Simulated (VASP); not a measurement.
# AlN (P6_3mc) in VASP: a series of runs

Runs on AlN. Level: PBEsol. Tasks: single point, relaxation of cell and atoms.

Program: VASP 6.6.1. These are calculated values, not measurements. Logs are shortened: lines on timing, memory, paths and dates and some standing lists are left out, and cuts for length are marked.

## Step 1: The cell of the first run

Symmetry: P6_3mc, No. 186, hexagonal system. Conventional cell: a = 3.129 Å, b = 3.129 Å, c = 5.017 Å, α = 90.00°, β = 90.00°, γ = 120.00°. Within 2.5 Å of Al (site symmetry 3m) lie 4 N at 1.90 to 1.91 Å. Within 2.5 Å of N (site symmetry 3m) lie 4 Al at 1.90 to 1.91 Å.

## Step 2: Single point, PBEsol

Contents of INCAR:

```
SYSTEM = AlN
PREC = Accurate
ENCUT = 520
EDIFF = 1E-7
ISMEAR = 0
SIGMA = 0.1
LREAL = .False.
LASPH = .True.
NELM = 100
ALGO = Normal
ISIF = 2
LWAVE = .False.
LCHARG = .False.
GGA = PS
NBANDS = 16
```

Contents of KPOINTS:

```
regular mesh
0
Gamma
  6 6 4
  0 0 0
```

Contents of POSCAR:

```
AlN
1.0
    3.1285881400      0.0000000000      0.0000000000
   -1.5642940700      2.7094368000      0.0000000000
    0.0000000000      0.0000000000      5.0169550000
Al N
2 2
Direct
    0.6666666700      0.3333333300      0.4992870000
    0.3333333300      0.6666666700      0.9992870000
    0.6666666700      0.3333333300      0.8807130000
    0.3333333300      0.6666666700      0.3807130000
```

Potentials or basis: VASP PAW PBE potentials, release 64 (Al, N).

Run with:

```
cat potpaw_PBE.64/Al/POTCAR potpaw_PBE.64/N/POTCAR > POTCAR
mpirun -np 1 vasp_std > vasp.out
```

OUTCAR:

```text
SYSTEM = AlN
   PREC = Accurate
   ENCUT = 520
   EDIFF = 1E-7
   ISMEAR = 0
   LREAL = .False.
   LASPH = .True.
   NELM = 100
   ISIF = 2
   GGA = PS

 ion  position               nearest neighbor table
   1  0.667  0.333  0.499-   4 1.90   4 1.90   4 1.90   3 1.91   2 3.09   2 3.09   2 3.09   2 3.09
                             2 3.09   2 3.09
   2  0.333  0.667  0.999-   3 1.90   3 1.90   3 1.90   4 1.91   1 3.09   1 3.09   1 3.09   1 3.09
                             1 3.09   1 3.09
   3  0.667  0.333  0.881-   2 1.90   2 1.90   2 1.90   1 1.91
   4  0.333  0.667  0.381-   1 1.90   1 1.90   1 1.90   2 1.91

  LATTYP: Found a hexagonal cell.
 ALAT       =     3.1285881400
 C/A-ratio  =     1.6035843567

  Lattice vectors:

 A1 = (   3.1285881400,   0.0000000000,   0.0000000000)
 A2 = (  -1.5642940700,   2.7094368000,   0.0000000000)
 A3 = (   0.0000000000,   0.0000000000,   5.0169550000)

Analysis of symmetry for initial positions (statically):
=====================================================================
 Subroutine PRICEL returns:
 Original cell was already a primitive cell.

 Routine SETGRP: Setting up the symmetry group for a
 hexagonal supercell.

 Subroutine GETGRP returns: Found 12 space group operations
 (whereof  6 operations were pure point group operations)
 out of a pool of 24 trial point group operations.

The static configuration has the point symmetry C_3v.
 The point group associated with its full space group is C_6v.

Analysis of symmetry for dynamics (positions and initial velocities):
=====================================================================
 Subroutine PRICEL returns:
 Original cell was already a primitive cell.

 Routine SETGRP: Setting up the symmetry group for a
 hexagonal supercell.

 Subroutine GETGRP returns: Found 12 space group operations
 (whereof  6 operations were pure point group operations)
 out of a pool of 24 trial point group operations.

The dynamic configuration has the point symmetry C_3v.
 The point group associated with its full space group is C_6v.

 Subroutine INISYM returns: Found 12 space group operations
 (whereof  6 operations are pure point group operations),
 and found     1 'primitive' translations

----------------------------------------------------------------------------------------

                                     Primitive cell

  volume of cell :      42.5273

  direct lattice vectors                    reciprocal lattice vectors
     3.128588140  0.000000000  0.000000000     0.319632996  0.184540197  0.000000000
    -1.564294070  2.709436800  0.000000000     0.000000000  0.369080393  0.000000000
     0.000000000  0.000000000  5.016955000     0.000000000  0.000000000  0.199324092

  length of vectors
     3.128588140  3.128588134  5.016955000     0.369080393  0.369080393  0.199324092

  position of ions in fractional coordinates (direct lattice)
     0.666666670  0.333333330  0.499287000
     0.333333330  0.666666670  0.999287000
     0.666666670  0.333333330  0.880713000
     0.333333330  0.666666670  0.380713000

  ion indices of the primitive-cell ions
   primitive index   ion index
                 1           1
                 2           2
                 3           3
                 4           4

----------------------------------------------------------------------------------------

 KPOINTS: regular mesh

Automatic generation of k-mesh.
 Grid dimensions read from file:
 generate k-points for:    6    6    4

 Generating k-lattice:

  Cartesian coordinates                     Fractional coordinates (reciprocal lattice)
     0.053272166  0.030756699  0.000000000     0.166666667  0.000000000  0.000000000
     0.000000000  0.061513399  0.000000000     0.000000000  0.166666667  0.000000000
     0.000000000  0.000000000  0.049831023     0.000000000  0.000000000  0.250000000

  Length of vectors
     0.061513399  0.061513399  0.049831023

  Shift w.r.t. Gamma in fractional coordinates (k-lattice)
     0.000000000  0.000000000  0.000000000

 Subroutine IBZKPT returns following result:
 ===========================================

 Found     21 irreducible k-points:

 Following reciprocal coordinates:
            Coordinates               Weight
  0.000000  0.000000  0.000000      1.000000
  0.166667 -0.000000  0.000000      6.000000
  0.333333  0.000000  0.000000      6.000000
  0.500000  0.000000  0.000000      3.000000
  0.166667  0.166667  0.000000      6.000000
  0.333333  0.166667  0.000000     12.000000
[... 13 lines left out ...]
  0.333333  0.166667  0.500000     12.000000
  0.333333  0.333333  0.500000      2.000000
   k-points           NKPTS =     21   k-points in BZ     NKDIM =     21   number of bands    NBANDS=     16
   number of dos      NEDOS =    301   number of ions     NIONS =      4
   total plane-waves  NPLWV =  23040
   dimension x,y,z NGX =    24 NGY =   24 NGZ =   40
   dimension x,y,z NGXF=    48 NGYF=   48 NGZF=   80
   ions per type =               2   2
   NGX,Y,Z   is equivalent  to a cutoff of  12.75, 12.75, 13.25 a.u.
   NGXF,Y,Z  is equivalent  to a cutoff of  25.51, 25.51, 26.51 a.u.
 SYSTEM =  AlN
   PREC   = accura    normal or accurate (medium, high low for compatibility)
   ISTART =      0    job   : 0-new  1-cont  2-samecut
   ICHARG =      2    charge: 1-file 2-atom 10-const
   ISPIN  =      1    spin polarized calculation?
   LNONCOLLINEAR =      F non collinear calculations
   LSORBIT =      F    spin-orbit coupling
   LASPH  =      T    aspherical Exc in radial PAW
   ENCUT  =  520.0 eV  38.22 Ry    6.18 a.u.   5.82  5.82  9.33*2*pi/ulx,y,z
   NELM   =    100;   NELMIN=  2; NELMDL= -5     # of ELM steps
   EDIFF  = 0.1E-06   stopping-criterion for ELM
   LREAL  =      F    real-space projection
   EDIFFG = 0.1E-05   stopping-criterion for IOM
   NSW    =      0    number of steps for IOM
   IBRION =     -1    ionic relax: 0-MD 1-quasi-New 2-CG
   NFREE  =      0    steps in history (QN), initial steepest desc. (CG)
   ISIF   =      2    stress and relaxation
   ISYM   =      2    0-nonsym 1-usesym 2-fastsym
   POTIM  = 0.5000    time-step for ionic-motion
   TEBEG  =    0.0;   TEEND  =   0.0 temperature during run
   PSTRESS=    0.0 pullay stress
   NELECT =      16.0000    total number of electrons
   NUPDOWN=      -1.0000    fix difference up-down
   EMIN   =  10.00;   EMAX   =-10.00  energy-range for DOS
   EFERMI =   0.00;   METHOD = LEGACY
   ISMEAR =     0;   SIGMA  =   0.10  broadening in eV -4-tet -1-fermi 0-gaus
   EFERMI_NEDOS =   21; number of points for ismear=-14 and -15
   IALGO  =     38    algorithm
   IMIX   =      4    mixing-type and parameters
     AMIX     =   0.40;   BMIX     =  1.00
     AMIX_MAG =   1.60;   BMIX_MAG =  1.00
  volume/ion in A,a.u.               =      10.63        71.75
  Fermi-wavevector in a.u.,A,eV,Ry     =   1.181841  2.233355 19.003903  1.396747
  Thomas-Fermi vector in A             =   2.318106
   LORBIT       =      0    0 simple, 1 ext, 2 COOP (PROOUT), +10 PAW based schemes
   GGA     = PS    functional components
   LHFCALC =     F    Hartree Fock is set to
   AEXX    =    0.0000 exact exchange contribution
   IVDW    =     0    specifies the selected vdW correction
   LEPSILON=     F    determine dielectric tensor
   LRPA    =     F    only Hartree local field effects (RPA)
 non-spin polarized calculation
 Gauss-broadening in eV      SIGMA  =   0.10
  energy-cutoff  :      520.00
  volume of cell :       42.53
 maximum number of plane-waves:      1170
 NGX is ok and might be reduce to    24
   NGX = 11   NGY = 11   NGZ = 19

 number of electron      15.9999998 magnetization

 Free energy of the ion-electron system (eV)
  ---------------------------------------------------
  ext. energy  EPLUGINS =         0.00000000
  ---------------------------------------------------
  free energy    TOTEN  =       -31.30440000 eV

  energy without entropy =      -31.30440000  energy(sigma->0) =      -31.30440000

 E-fermi :   6.3590     XC(G=0): -11.0288

 val. band max:        5.8818733576   @ k =   0.0000   0.0000   0.0000
 cond. band min:       9.8653033309   @ k =   0.0000   0.0000   0.0000
 fundamental gap:      3.9834299734
 Fermi energy:         6.3589531086

 k-point     1 :       0.0000    0.0000    0.0000
  band No.  band energies     occupation
      1      -9.1672      2.00000
      2      -7.0455      2.00000
      3      -0.0887      2.00000
      4       5.0377      2.00000
      5       5.0377      2.00000
      6       5.6827      2.00000
[... 8 lines left out ...]
     15      18.7763      0.00000
     16      18.7763      0.00000

 k-point     2 :       0.1667   -0.0000    0.0000
  band No.  band energies     occupation
      1      -8.8235      2.00000
      2      -6.8587      2.00000
      3       0.3250      2.00000
      4       3.6140      2.00000
      5       4.3831      2.00000
      6       4.6470      2.00000
[... 8 lines left out ...]
     15      18.0017      0.00000
     16      18.4621      0.00000

 k-point     3 :       0.3333    0.0000    0.0000
  band No.  band energies     occupation
      1      -7.9356      2.00000
      2      -6.5262      2.00000
      3       1.3896      2.00000
      4       1.4771      2.00000
      5       2.5667      2.00000
      6       4.0595      2.00000
[... 8 lines left out ...]
     15      17.7019      0.00000
     16      20.0075      0.00000

 k-point     4 :       0.5000    0.0000    0.0000
  band No.  band energies     occupation
      1      -7.2166      2.00000
      2      -6.5306      2.00000
      3       0.4523      2.00000
      4       1.7280      2.00000
      5       2.5541      2.00000
      6       3.8148      2.00000
[... 8 lines left out ...]
     15      18.4496      0.00000
     16      20.6877      0.00000
[... 267 lines left out ...]
 k-point    19 :       0.1667    0.1667    0.5000
  band No.  band energies     occupation
      1      -7.4874      2.00000
      2      -7.4874      2.00000
      3       1.6844      2.00000
      4       1.6844      2.00000
      5       4.0637      2.00000
      6       4.0637      2.00000
[... 8 lines left out ...]
     15      18.5738      0.00000
     16      18.5738      0.00000

 k-point    20 :       0.3333    0.1667    0.5000
  band No.  band energies     occupation
      1      -6.8682      2.00000
      2      -6.8682      2.00000
      3       0.7490      2.00000
      4       0.7490      2.00000
      5       3.2705      2.00000
      6       3.2705      2.00000
[... 8 lines left out ...]
     15      19.0757      0.00000
     16      19.0757      0.00000

 k-point    21 :       0.3333    0.3333    0.5000
  band No.  band energies     occupation
      1      -6.6442      2.00000
      2      -6.6442      2.00000
      3       1.0671      2.00000
      4       1.0671      2.00000
      5       2.0386      2.00000
      6       2.0386      2.00000
[... 8 lines left out ...]
     15      19.4611      0.00000
     16      19.4611      0.00000

------------------------ aborting loop because EDIFF is reached ----------------------------------------

  FORCE on cell =-STRESS in cart. coord.  units (eV):
  Direction    XX          YY          ZZ          XY          YZ          ZX
  --------------------------------------------------------------------------------------
  -------------------------------------------------------------------------------------
  Total       -0.8250727     -0.8250727     -0.8761683      0.0000000      0.0000000     -0.0000000
  in kB      -31.0838754    -31.0838752    -33.0088566      0.0000000      0.0000000     -0.0000000
  external PRESSURE =     -31.7255357 kB  Pullay stress =       0.0000000 kB

 VOLUME and BASIS-vectors are now :
 -----------------------------------------------------------------------------
  energy-cutoff  :      520.00
  volume of cell :       42.53
      direct lattice vectors                 reciprocal lattice vectors
     3.128588140  0.000000000  0.000000000     0.319632996  0.184540197  0.000000000
    -1.564294070  2.709436800  0.000000000     0.000000000  0.369080393  0.000000000
     0.000000000  0.000000000  5.016955000     0.000000000  0.000000000  0.199324092

 POSITION                                       TOTAL-FORCE (eV/Angst)
 -----------------------------------------------------------------------------------
      1.56429      0.90315      2.50490        -0.000000      0.000000     -0.007433
     -0.00000      1.80629      5.01338         0.000000      0.000000     -0.007433
      1.56429      0.90315      4.41850        -0.000000      0.000000      0.007433
     -0.00000      1.80629      1.91002         0.000000     -0.000000      0.007433
 -----------------------------------------------------------------------------------
    total drift:                               -0.000009      0.000005      0.000536

  FREE ENERGIE OF THE ION-ELECTRON SYSTEM (eV)
  ---------------------------------------------------
  free  energy   TOTEN  =       -31.3044000016 eV

  energy  without entropy=      -31.3044000016  energy(sigma->0) =      -31.30440000
```

Wall time 5.1 s (1 thread of Intel Xeon 6975P-C (Granite Rapids), shared host); peak memory 0.15 GiB.

What came out:

```
Free energy            : -31.3044 eV
Pressure               : -3.2 GPa
Largest force          : 0.007 eV/Å
Band gap on the k mesh : 3.98 eV, direct
```

Forces on the atoms (eV/Å):
```
Al   0.000  0.000 -0.007
Al   0.000  0.000 -0.007
N    0.000  0.000  0.007
N    0.000  0.000  0.007
```

Levels at points of the mesh, in eV from the valence-band top:
| k point | band 4 | band 5 | band 6 | band 7 | band 8 | band 9 | band 10 | band 11 | band 12 | band 13 |
| --- | --- | --- | --- | --- | --- | --- | --- | --- | --- | --- |
| (0.00, 0.00, 0.00) | -0.84 | -0.84 | -0.20 | -0.20 | 0.00 | 3.98 | 6.44 | 10.36 | 10.94 | 10.94 |
| (0.50, 0.00, 0.00) | -4.15 | -3.33 | -2.07 | -1.77 | -0.68 | 5.63 | 5.64 | 7.95 | 10.05 | 10.70 |
| (0.00, 0.00, 0.50) | -3.33 | -0.53 | -0.53 | -0.53 | -0.53 | 6.25 | 6.25 | 10.07 | 10.07 | 11.25 |
| (0.50, 0.00, 0.50) | -5.58 | -1.45 | -1.45 | -1.36 | -1.36 | 5.12 | 5.12 | 9.04 | 9.04 | 11.54 |

Caveat: the PAW data sets were made with another functional, which shifts forces and pressure a little. PBEsol gaps usually lie below the measured ones, often by a third to a half.

[end of part 1 of 2]
